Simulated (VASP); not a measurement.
## H2C7: single point with PBE

The system is H2C7, a slab with vacuum.

```
C H
1.0
     5.05083    0.00000    0.00000
     0.00000    5.05083    0.00000
     0.00000    0.00000   18.85962
C H
28 8
Direct
  0.50000 0.50000 0.24669
  0.50000 0.00000 0.24669
  0.00000 0.50000 0.24669
  0.00000 0.00000 0.24669
  0.75000 0.50000 0.29403
  0.75000 0.00000 0.29403
  0.25000 0.50000 0.29403
  0.25000 0.00000 0.29403
  0.75000 0.75000 0.34137
  0.75000 0.25000 0.34137
  0.25000 0.75000 0.34137
  0.25000 0.25000 0.34137
  0.99852 0.75000 0.39215
  0.00036 0.25000 0.39289
  0.49997 0.75000 0.38426
  0.50090 0.25000 0.38545
  0.99913 0.99590 0.44277
  0.99913 0.50410 0.44277
  0.49973 0.99157 0.42937
  0.49973 0.50843 0.42937
  0.26624 0.99196 0.48551
  0.26624 0.50804 0.48551
  0.73180 0.99759 0.48573
  0.73180 0.50241 0.48573
  0.36583 0.25000 0.50645
  0.35965 0.75000 0.53667
  0.63491 0.25000 0.51950
  0.63377 0.75000 0.52259
  0.50000 0.64230 0.20671
  0.50000 0.35770 0.20671
  0.50000 0.14230 0.20671
  0.50000 0.85770 0.20671
  0.00000 0.35778 0.20665
  0.00000 0.64222 0.20665
  0.00000 0.85778 0.20665
  0.00000 0.14222 0.20665
```

| Item | Value |
| --- | --- |
| Program | VASP 6.6.1 |
| Task | single point |
| Functional | PBE |
| Potentials or basis | VASP PAW PBE potentials, release 64 (C, H) |
| Cutoff | 520 eV |
| k mesh | 5 × 5 × 1 |
| Occupations | gaussian, width 0.05 eV |
| Spin | no spin polarisation |
| Dipole correction | yes |
| Further INCAR settings | LREAL = Auto; ALGO = Normal; EDIFF = 1e-07; NBANDS = 84 |

| Quantity | Value |
| --- | --- |
| Largest force | 4.936 eV/Å |
| Band gap on the k mesh | 1.07 eV (least direct gap 1.12 eV) |

Forces in eV/Å, atoms in the order of the input:
```
C    0.002 -0.015  1.841
C    0.002  0.015  1.841
C   -0.002 -0.022  1.666
C   -0.002  0.022  1.666
C    0.640  0.007 -1.684
C    0.640 -0.007 -1.684
C   -0.636  0.009 -1.666
C   -0.636 -0.009 -1.666
C    0.775  0.000 -0.623
C    0.671  0.000 -0.030
C   -0.905  0.000 -0.518
C   -0.558  0.000  0.026
C    0.005  0.000 -0.003
C    0.003  0.000 -0.001
C   -0.007  0.000  0.003
C    0.005  0.000  0.006
C   -0.002  0.014  0.009
C   -0.002 -0.014  0.009
C    0.003  0.011 -0.017
C    0.003 -0.011 -0.017
C   -0.027 -0.031  0.006
C   -0.027  0.031  0.006
C    0.030  0.001 -0.001
C    0.030 -0.001 -0.001
C   -0.049  0.000  4.936
C   -0.048  0.000 -4.069
C    0.044  0.000  0.032
C    0.052  0.000  0.028
H    0.000  0.025 -0.010
H   -0.003 -0.025 -0.013
H   -0.003  0.025 -0.013
H    0.000 -0.025 -0.010
H    0.000 -0.025 -0.015
H    0.002  0.028 -0.010
H    0.002 -0.028 -0.010
H    0.000  0.025 -0.015
```

Levels at points of the mesh, in eV from the valence-band top:
```csv
k point,band 57,band 58,band 59,band 60,band 61,band 62,band 63,band 64
"(0.00, 0.00, 0.00)",-1.56,-0.61,-0.18,-0.03,1.09,1.37,2.70,3.21
```

It took 9.9 min on 1 thread of Intel(R) Xeon(R) Platinum 8488C (Sapphire Rapids), on a shared host, peak memory 0.63 GiB.
